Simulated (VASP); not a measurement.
Crystal: BeZn2Te3.

```xyz
6
Lattice="5.7319 0.0000 0.0000 -2.8660 4.9640 0.0000 0.0000 0.0000 4.5504" Properties=species:S:1:pos:R:3 pbc="T T T"
Be    0.0000    0.0000    0.0000
Zn    0.0000    3.3093    0.0000
Zn    2.8660    1.6547    0.0000
Te    1.4330    2.4820    2.2752
Te   -1.4330    2.4820    2.2752
Te    2.8660    0.0000    2.2752
```

The cell was generated, and may not be a known phase.

| Property | Result |
| --- | --- |
| Program | VASP 6.6.1 |
| Task | relaxation of cell and atoms |
| Functional | PBE |
| Potentials or basis | VASP PAW PBE potentials, release 64 (Be, Zn, Te) |
| Cutoff | 600 eV |
| k mesh | 6 × 6 × 4 |
| Occupations | gaussian, width 0.1 eV |
| Spin | no spin polarisation |

At the start: pressure 19.3 GPa; volume 21.58 Å³/atom.

Task: Where does the relaxation end?

Result: Over 10 steps the energy falls by 429.1 meV/atom and the volume is 28.38 Å³/atom (+31.5 %); space group P6/mmm (No. 191, to 0.1 Å) before and after.

Step by step:
| step | energy change (eV) | largest force (eV/Å) | pressure (GPa) | volume (Å³) |
| --- | --- | --- | --- | --- |
| 1 | 0.0000 | 0.0000 | 19.28 | 129.47 |
| 2 | -2.1386 | 0.0000 | -2.51 | 184.22 |
| 3 | -2.2154 | 0.0000 | -0.52 | 172.46 |
| 4 | -2.2153 | 0.0000 | -0.70 | 173.40 |
| 5 | -2.3699 | 0.0000 | -0.65 | 172.16 |
| 6 | -2.5611 | 0.0000 | 0.81 | 167.09 |
| 7 | -2.5721 | 0.0000 | 0.44 | 167.97 |
| 8 | -2.5726 | 0.0000 | 0.26 | 168.47 |
| 9 | -2.5730 | 0.0000 | 0.35 | 168.23 |
| 10 | -2.5748 | 0.0000 | -0.08 | 170.28 |

Final structure:
```
Be Zn Te
1.0
     6.74507    0.00000    0.00000
    -3.37254    5.84140    0.00000
     0.00000    0.00000    4.32171
Be Zn Te
1 2 3
Direct
  0.00000 0.00000 0.00000
  0.33333 0.66667 0.00000
  0.66667 0.33333 0.00000
  0.50000 0.50000 0.50000
  0.00000 0.50000 0.50000
  0.50000 0.00000 0.50000
```

Caveat: the volume moved by over 15 % at a fixed basis, so the end points are rough.
